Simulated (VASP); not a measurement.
A run of VASP 6.6.1:

Contents of INCAR:

```
SYSTEM = Pt
  PREC = Accurate
  ENCUT = 520
  EDIFF = 1E-6
  ISMEAR = 0
  SIGMA = 0.1
  LREAL = .FALSE.
  LASPH = .TRUE.
  NELM = 80
  ALGO = Normal
  ISIF = 2
  LWAVE = .FALSE.
  LCHARG = .TRUE.
  GGA = PE
  LELF = .TRUE.
  LVHAR = .TRUE.
  NBANDS = 22
```

KPOINTS

```
Automatic mesh
0
G
  6 6 6
  0 0 0
```

File POSCAR:

```
Pt
1.0
    4.5192246128      0.0000000000      0.0000000000
   -2.2596123064      3.9137633201      0.0000000000
    0.0000000000      0.0000000000      2.7189116997
Pt
3
Direct
    0.0000000000      0.0000000000      0.0000000000
    0.3333333333      0.6666666667      0.5000000000
    0.6666666667      0.3333333333      0.5000000000
```

Potentials or basis: VASP PAW PBE potentials, release 64 (Pt).

Launch:

```sh
$ cat potpaw_PBE.64/Pt/POTCAR > POTCAR
$ mpirun -np 1 vasp_std > vasp.out
```

Hardware: 1 thread of Intel Xeon 6975P-C, with other jobs on the host.

Task: How long does it take, and how much memory?

Result: It took 27 s on 1 thread of Intel Xeon 6975P-C, with other jobs on the host, peak memory 0.18 GiB. Counts: scf iterations 13, k points 28.
